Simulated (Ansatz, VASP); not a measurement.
WC: VASP beside Ansatz

```
W C
1.0
     3.01652    0.00000    0.00000
    -1.50826    2.61238    0.00000
     0.00000    0.00000    3.05532
W C
1 1
Direct
  0.00000 0.00000 0.00000
  0.66667 0.33333 0.50000
```

Change from the starting cell: strain +0.040 along x and y, +0.080 along z, atoms carried along.

Alike in both runs: task single point; functional PBE; k mesh 18 × 18 × 16; occupations gaussian, width 0.15 eV; no spin polarisation.

|  | VASP | Ansatz |
| --- | --- | --- |
| version | VASP 6.6.1 | Ansatz 0.2.0 |
| potentials or method | VASP PAW PBE potentials, release 64 (W_sv, C), cutoff 520 eV | scalar-relativistic, plane waves, PAW |
| valence electrons in the cell | 18 | 18 |

|  | VASP | Ansatz | Ansatz less VASP |
| --- | --- | --- | --- |
| gap on the k mesh at the Fermi level (eV) | none | none | - |
| pressure (GPa) | -39.0 | -39.6 | -0.56 |
| traceless stress, the component that is largest in VASP (GPa) | -17.52 | -17.63 | -0.112 |

A gap of «none» marks a metal or a gap that the smearing closes. Both programs put the cell under strong tension, so it lies far from rest at this level. With one functional, cell and mesh, what is left measures potentials, basis and numerics.

Neither program's run includes spin-orbit coupling. Noted on VASP's run: the cell as given lies far from equilibrium.
